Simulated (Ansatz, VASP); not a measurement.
## MoS2: VASP beside Ansatz

```
CELL_PARAMETERS angstrom
1.58759 0.91660 6.19394
-1.58759 0.91660 6.19394
0.00000 -1.83319 6.19394
ATOMIC_POSITIONS crystal
Mo 0.99999 0.99999 0.99999
S 0.41700 0.41700 0.41700
S 0.24968 0.24968 0.24968
```

Alike in both runs: task single point; functional PBEsol; k mesh 6 × 6 × 6; occupations fermi-dirac, width 0.5 eV; no spin polarisation.

|  | VASP | Ansatz |
| --- | --- | --- |
| version | VASP 6.6.1 | Ansatz 0.2.0 |
| potentials or method | VASP PAW PBE potentials, release 64 (Mo_sv, S) | plane waves |
| plane-wave cutoff (eV) | 520 | 420 |
| valence electrons in the cell | 26 | 26 |

Ansatz gave:

| Property | Result |
| --- | --- |
| pressure (GPa) | -0.8 |
| traceless stress, the component that is largest in VASP (GPa) | 0.31 |
| rms of the force components (eV/Å) | 0.009 |

Question: Which values does VASP return?

Answer: Pressure (GPa): -0.8; traceless stress, the component that is largest in VASP (GPa): 0.33; rms of the force components (eV/Å): 0.008.

VASP's potentials were made for PBE, not for PBEsol. Atom by atom the forces differ by 0.001 eV/Å (rms over components). The functional is the same, so the differences come from potentials, cutoffs and numerics.
